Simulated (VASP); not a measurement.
# Al (a cell with a defect) in VASP: single point with PBEsol

Aim: the single point of Al (a cell with a defect) with PBEsol.

Everything below comes from runs of VASP 6.6.1. Logs are shortened: lines on timing, memory, paths and dates and some standing lists are left out, and cuts for length are marked.

## (1) The cell of the first run

The cell holds a defect, 31 atoms: a = 8.100 Å, b = 8.100 Å, c = 8.100 Å, α = 90.00°, β = 90.00°, γ = 90.00°.

## (2) Single point, PBEsol

Input file INCAR:

```
SYSTEM = Al
PREC = Accurate
ENCUT = 520
EDIFF = 1E-7
ISMEAR = 0
SIGMA = 0.05
LREAL = Auto
LASPH = .True.
NELM = 60
ALGO = Normal
ISIF = 2
LWAVE = .False.
LCHARG = .False.
GGA = PS
NBANDS = 68
```

Input file KPOINTS:

```
Automatic mesh
0
Gamma
  3 3 3
  0 0 0
```

Input file POSCAR:

```
Al
1.0
    8.1000000000      0.0000000000      0.0000000000
    0.0000000000      8.1000000000      0.0000000000
    0.0000000000      0.0000000000      8.1000000000
Al
31
Direct
    0.5006651852     -0.0032059259      0.0026881481
    0.7495892593      0.2498300000      0.0007098765
    0.7476058025     -0.0032082716      0.2496316049
   -0.0014674074      0.0005437037     -0.0003538272
    0.2486453086      0.2498297531     -0.0077971605
    0.5006638272      0.5028601235      0.0026906173
    0.7483128395      0.7498280247      0.0019859259
    0.2461244444      0.0151874074      0.2437213580
    0.5020133333      0.2498279012      0.2482839506
    0.7476075309      0.5028651852      0.2496344444
    0.5065791358      0.0151951852      0.5041808642
    0.7581009877      0.2498270370      0.5016520988
    0.7506569136      0.0005493827      0.7517692593
   -0.0014656790      0.4991109877     -0.0003564198
    0.2528377778      0.7498290123      0.0054508642
   -0.0062137037      0.2498266667      0.2505287654
    0.2461233333      0.4844671605      0.2437286420
    0.0037523457     -0.0040653086      0.5018600000
    0.2479709877      0.2498233333      0.5023390123
    0.5065783951      0.4844579012      0.5041760494
    0.7448639506      0.7498296296      0.4974743210
    0.2484340741     -0.0040711111      0.7465509877
    0.4997681481      0.2498298765      0.7565146914
    0.7506558025      0.4991064198      0.7517697531
    0.0051003704      0.7498266667      0.2541108642
    0.0037512346      0.5037165432      0.5018645679
    0.3318379012      0.7498279012      0.4184900000
   -0.0005417284      0.2498253086      0.7508448148
    0.2484318519      0.5037246914      0.7465486420
    0.4961951852      0.7498254321      0.7452011111
    0.0006346914      0.7498286420      0.7496632099
```

Potentials or basis: VASP PAW PBE potentials, release 64 (Al).

Command:

```bash
$ cat potpaw_PBE.64/Al/POTCAR > POTCAR
$ mpirun -np 1 vasp_std > vasp.out
```

OUTCAR:

```text
SYSTEM = Al
   PREC = Accurate
   ENCUT = 520
   EDIFF = 1E-7
   ISMEAR = 0
   LREAL = Auto
   LASPH = .True.
   NELM = 60
   ISIF = 2
   GGA = PS

 ion  position               nearest neighbor table
   1  0.501  0.997  0.003-   3 2.83   7 2.83  15 2.83   8 2.84   9 2.86  23 2.86  13 2.87   2 2.88
                            30 2.89   5 2.89  22 2.91
   2  0.750  0.250  0.001-  16 2.83  23 2.83   9 2.84  24 2.85  13 2.85  14 2.85   4 2.85  28 2.86
                             6 2.88  10 2.88   1 2.88   3 2.88
   3  0.748  0.997  0.250-   1 2.83   7 2.83  21 2.83  11 2.84   9 2.86  16 2.86   4 2.87   2 2.88
                            25 2.89  12 2.89  18 2.91
   4  0.999  0.001  1.000-   8 2.82  13 2.84  28 2.85   2 2.85   5 2.86  16 2.87  31 2.87   3 2.87
                             7 2.87  22 2.88  15 2.89  25 2.89
   5  0.249  0.250  0.992-   8 2.79  17 2.79  23 2.79  28 2.81  14 2.86   4 2.86  29 2.86  22 2.86
                             6 2.89   1 2.89   9 2.92  16 2.94
   6  0.501  0.503  0.003-  10 2.83   7 2.83  15 2.83  17 2.84   9 2.86  23 2.86  24 2.87   2 2.88
                            30 2.89   5 2.89  29 2.91
   7  0.748  0.750  0.002-   3 2.83  10 2.83   1 2.83   6 2.83   4 2.87  24 2.87  13 2.87  14 2.87
                            31 2.89  30 2.91  25 2.91
   8  0.246  0.015  0.244-  27 2.67   5 2.79  16 2.79   9 2.81   4 2.82  19 2.83   1 2.84  18 2.87
                            15 2.89  25 2.90  11 2.98
   9  0.502  0.250  0.248-  20 2.81  17 2.81   8 2.81  11 2.81   2 2.84   6 2.86   3 2.86   1 2.86
[... 20 lines left out ...]
                            26 2.85  23 2.90  16 2.90   9 2.91
  20  0.507  0.484  0.504-  27 2.67  12 2.79  23 2.79   9 2.81  24 2.82  19 2.83  10 2.84  29 2.87
                            21 2.89  30 2.90  17 2.98
  21  0.745  0.750  0.497-  10 2.83   3 2.83  30 2.84  25 2.89  11 2.89  20 2.89  13 2.89  24 2.89
                            18 2.89  26 2.89  31 2.91
  22  0.248  0.996  0.747-  18 2.80  30 2.83  31 2.83  19 2.85   5 2.86  11 2.87  28 2.88   4 2.88
                            15 2.89  23 2.89   1 2.91
  23  0.500  0.250  0.757-   5 2.79  20 2.79  11 2.79   2 2.83   6 2.86   1 2.86  24 2.86  13 2.87
                            29 2.89  22 2.89  19 2.90  12 2.94
  24  0.751  0.499  0.752-  20 2.82  14 2.84  28 2.85   2 2.85  12 2.86  23 2.86  31 2.87   6 2.87
                             7 2.87  26 2.88  21 2.89  30 2.89
  25  0.005  0.750  0.254-  18 2.83  26 2.83  15 2.84  21 2.89  10 2.89   3 2.89   4 2.89  14 2.89
                            17 2.90   8 2.90   7 2.91  27 2.96
  26  0.004  0.504  0.502-  29 2.80  25 2.83  31 2.83  19 2.85  12 2.86  17 2.87  28 2.88  24 2.88
                            21 2.89  16 2.89  10 2.91
  27  0.332  0.750  0.418-  11 2.67  20 2.67  17 2.67   8 2.67  30 2.96  25 2.96
  28  0.999  0.250  0.751-   5 2.81  12 2.81  19 2.85  13 2.85   4 2.85  24 2.85  14 2.85   2 2.86
                            26 2.88  22 2.88  29 2.88  18 2.88
  29  0.248  0.504  0.747-  26 2.80  30 2.83  31 2.83  19 2.85   5 2.86  20 2.87  28 2.88  14 2.88
                            15 2.89  23 2.89   6 2.91
  30  0.496  0.750  0.745-  29 2.83  22 2.83  21 2.84  15 2.89   6 2.89   1 2.89  24 2.89  13 2.89
                            11 2.90  20 2.90   7 2.91  27 2.96
  31  0.001  0.750  0.750-  22 2.83  29 2.83  18 2.83  26 2.83  14 2.87   4 2.87  13 2.87  24 2.87
                             7 2.89  21 2.91  15 2.91

  LATTYP: Found a simple cubic cell.
 ALAT       =     8.1000000000

  Lattice vectors:

 A1 = (   8.1000000000,   0.0000000000,   0.0000000000)
 A2 = (   0.0000000000,   8.1000000000,   0.0000000000)
 A3 = (   0.0000000000,   0.0000000000,   8.1000000000)

Analysis of symmetry for initial positions (statically):
=====================================================================
 Subroutine PRICEL returns:
 Original cell was already a primitive cell.

 Routine SETGRP: Setting up the symmetry group for a
 simple cubic supercell.

 Subroutine GETGRP returns: Found  2 space group operations
 (whereof  1 operations were pure point group operations)
 out of a pool of 48 trial point group operations.

The static configuration has the point symmetry C_1 .
 The point group associated with its full space group is C_1h.

Analysis of symmetry for dynamics (positions and initial velocities):
=====================================================================
 Subroutine PRICEL returns:
 Original cell was already a primitive cell.

 Routine SETGRP: Setting up the symmetry group for a
 simple cubic supercell.

 Subroutine GETGRP returns: Found  2 space group operations
 (whereof  1 operations were pure point group operations)
 out of a pool of 48 trial point group operations.

The dynamic configuration has the point symmetry C_1 .
 The point group associated with its full space group is C_1h.

 Subroutine INISYM returns: Found  2 space group operations
 (whereof  1 operations are pure point group operations),
 and found     1 'primitive' translations

----------------------------------------------------------------------------------------

[... 101 lines left out ...]
 ===========================================

 Found     10 irreducible k-points:

 Following reciprocal coordinates:
            Coordinates               Weight
  0.000000  0.000000  0.000000      1.000000
  0.333333  0.000000  0.000000      2.000000
  0.000000  0.333333  0.000000      2.000000
  0.000000  0.000000  0.333333      2.000000
  0.333333  0.333333  0.000000      4.000000
  0.000000  0.333333  0.333333      4.000000
  0.333333  0.000000  0.333333      2.000000
 -0.333333  0.000000  0.333333      2.000000
  0.333333  0.333333  0.333333      4.000000
 -0.333333  0.333333  0.333333      4.000000
   k-points           NKPTS =     10   k-points in BZ     NKDIM =     10   number of bands    NBANDS=     68
   number of dos      NEDOS =    301   number of ions     NIONS =     31
   total plane-waves  NPLWV = 216000
   dimension x,y,z NGX =    60 NGY =   60 NGZ =   60
   dimension x,y,z NGXF=   120 NGYF=  120 NGZF=  120
   ions per type =              31
   NGX,Y,Z   is equivalent  to a cutoff of  12.31, 12.31, 12.31 a.u.
   NGXF,Y,Z  is equivalent  to a cutoff of  24.63, 24.63, 24.63 a.u.
 SYSTEM =  Al
   PREC   = accura    normal or accurate (medium, high low for compatibility)
   ISTART =      0    job   : 0-new  1-cont  2-samecut
   ICHARG =      2    charge: 1-file 2-atom 10-const
   ISPIN  =      1    spin polarized calculation?
   LNONCOLLINEAR =      F non collinear calculations
   LSORBIT =      F    spin-orbit coupling
   LASPH  =      T    aspherical Exc in radial PAW
   ENCUT  =  520.0 eV  38.22 Ry    6.18 a.u.  15.06 15.06 15.06*2*pi/ulx,y,z
   NELM   =     60;   NELMIN=  2; NELMDL= -5     # of ELM steps
   EDIFF  = 0.1E-06   stopping-criterion for ELM
   LREAL  =      T    real-space projection
   EDIFFG = 0.1E-05   stopping-criterion for IOM
   NSW    =      0    number of steps for IOM
   IBRION =     -1    ionic relax: 0-MD 1-quasi-New 2-CG
   NFREE  =      0    steps in history (QN), initial steepest desc. (CG)
   ISIF   =      2    stress and relaxation
   ISYM   =      2    0-nonsym 1-usesym 2-fastsym
   POTIM  = 0.5000    time-step for ionic-motion
   TEBEG  =    0.0;   TEEND  =   0.0 temperature during run
   PSTRESS=    0.0 pullay stress
   NELECT =      93.0000    total number of electrons
   NUPDOWN=      -1.0000    fix difference up-down
   EMIN   =  10.00;   EMAX   =-10.00  energy-range for DOS
   EFERMI =   0.00;   METHOD = LEGACY
   ISMEAR =     0;   SIGMA  =   0.05  broadening in eV -4-tet -1-fermi 0-gaus
   EFERMI_NEDOS =   21; number of points for ismear=-14 and -15
   IALGO  =     38    algorithm
   IMIX   =      4    mixing-type and parameters
     AMIX     =   0.40;   BMIX     =  1.00
     AMIX_MAG =   1.60;   BMIX_MAG =  1.00
  volume/ion in A,a.u.               =      17.14       115.69
  Fermi-wavevector in a.u.,A,eV,Ry     =   0.915695  1.730412 11.408446  0.838497
  Thomas-Fermi vector in A             =   2.040466
   LORBIT       =      0    0 simple, 1 ext, 2 COOP (PROOUT), +10 PAW based schemes
   GGA     = PS    functional components
   LHFCALC =     F    Hartree Fock is set to
   AEXX    =    0.0000 exact exchange contribution
   IVDW    =     0    specifies the selected vdW correction
   LEPSILON=     F    determine dielectric tensor
   LRPA    =     F    only Hartree local field effects (RPA)
 non-spin polarized calculation
 Gauss-broadening in eV      SIGMA  =   0.05
  energy-cutoff  :      520.00
  volume of cell :      531.44
 maximum number of plane-waves:     14358
   NGX = 31   NGY = 31   NGZ = 31

 number of electron      93.0000000 magnetization

 Free energy of the ion-electron system (eV)
  ---------------------------------------------------
  ext. energy  EPLUGINS =         0.00000000
  ---------------------------------------------------
  free energy    TOTEN  =      -125.95185901 eV

  energy without entropy =     -125.93859148  energy(sigma->0) =     -125.94522525

 E-fermi :   7.4111     XC(G=0): -10.0942

 val. band max:        7.3874361013   @ k =   0.3333   0.3333   0.3333
 cond. band min:       7.4354768471   @ k =  -0.3333   0.3333   0.3333
 fundamental gap:      0.0480407458
 Fermi energy:         7.4111041791

 k-point     1 :       0.0000    0.0000    0.0000
  band No.  band energies     occupation
      1      -3.4104      2.00000
      2      -1.3099      2.00000
      3      -1.2823      2.00000
      4      -1.2141      2.00000
      5      -1.2085      2.00000
      6      -1.0619      2.00000
[... 599 lines left out ...]
     57       9.2145      0.00000
     58       9.4419      0.00000
 [bands above 58 left out]

------------------------ aborting loop because EDIFF is reached ----------------------------------------

  FORCE on cell =-STRESS in cart. coord.  units (eV):
  Direction    XX          YY          ZZ          XY          YZ          ZX
  --------------------------------------------------------------------------------------
  -------------------------------------------------------------------------------------
  Total       -8.2100879     -4.6567210     -8.2073330      0.0000000      0.0000000     -0.2171686
  in kB      -24.7516031    -14.0389862    -24.7432977      0.0000000      0.0000000     -0.6547153
  external PRESSURE =     -21.1779623 kB  Pullay stress =       0.0000000 kB

 VOLUME and BASIS-vectors are now :
 -----------------------------------------------------------------------------
  energy-cutoff  :      520.00
  volume of cell :      531.44
      direct lattice vectors                 reciprocal lattice vectors
     8.100000000  0.000000000  0.000000000     0.123456790  0.000000000  0.000000000
     0.000000000  8.100000000  0.000000000     0.000000000  0.123456790  0.000000000
     0.000000000  0.000000000  8.100000000     0.000000000  0.000000000  0.123456790

 POSITION                                       TOTAL-FORCE (eV/Angst)
 -----------------------------------------------------------------------------------
      4.05539      8.07403      0.02177         0.007315     -0.010129     -0.015134
      6.07167      2.02362      0.00575         0.006983     -0.000000     -0.003713
      6.05561      8.07401      2.02202         0.013564     -0.010307     -0.007929
      8.08811      0.00440      8.09713         0.006452      0.011742     -0.009444
      2.01403      2.02362      8.03684         0.002535     -0.000000     -0.030396
      4.05538      4.07317      0.02179         0.007315      0.010129     -0.015134
[... 23 lines left out ...]
      4.01918      6.07359      6.03613         0.025700     -0.000000     -0.001316
      0.00514      6.07361      6.07227         0.011838     -0.000000     -0.008976
 -----------------------------------------------------------------------------------
    total drift:                               -0.030733      0.000569      0.033193

  FREE ENERGIE OF THE ION-ELECTRON SYSTEM (eV)
  ---------------------------------------------------
  free  energy   TOTEN  =      -125.9518590103 eV

  energy  without entropy=     -125.9385914815  energy(sigma->0) =     -125.94522525
```

It took 13 min on 1 thread of Oxide Virtual Turin-like, shared host; peak memory 0.54 GiB.

What came out:

```
Free energy            : -125.9519 eV
Pressure               : -2.1 GPa
Largest force          : 0.630 eV/Å
Band gap on the k mesh : zero (an odd number of electrons rules out a gap without spin polarisation)
```

Forces in eV/Å, atoms in the order of the input:
```
Al   0.007 -0.010 -0.015
Al   0.007  0.000 -0.004
Al   0.014 -0.010 -0.008
Al   0.006  0.012 -0.009
Al   0.003  0.000 -0.030
Al   0.007  0.010 -0.015
Al   0.004  0.000 -0.004
Al   0.024  0.003 -0.038
Al   0.027  0.000 -0.026
Al   0.014  0.010 -0.008
Al   0.039  0.003 -0.023
Al   0.031  0.000 -0.004
Al   0.008  0.011 -0.007
Al   0.006 -0.012 -0.009
Al  -0.005  0.000 -0.021
Al   0.014  0.000 -0.010
Al   0.024 -0.003 -0.038
Al   0.027 -0.018 -0.020
Al   0.004  0.000 -0.004
Al   0.039 -0.003 -0.023
Al   0.019  0.000  0.004
Al   0.019 -0.018 -0.028
Al   0.011  0.000 -0.012
Al   0.008 -0.011 -0.007
Al   0.002  0.000 -0.026
Al   0.027  0.018 -0.020
Al  -0.446  0.000  0.445
Al   0.003  0.000  0.000
Al   0.019  0.018 -0.028
Al   0.026  0.000 -0.001
Al   0.012  0.000 -0.009
```

Stress tensor (GPa, compression positive):
```
-2.48  0.00 -0.07
 0.00 -1.40  0.00
-0.07  0.00 -2.47
```

Caveat: the PAW data sets were made with another functional, which shifts forces and pressure a little.

The gap in the log of VASP goes by the Fermi energy; the results here count the filled bands.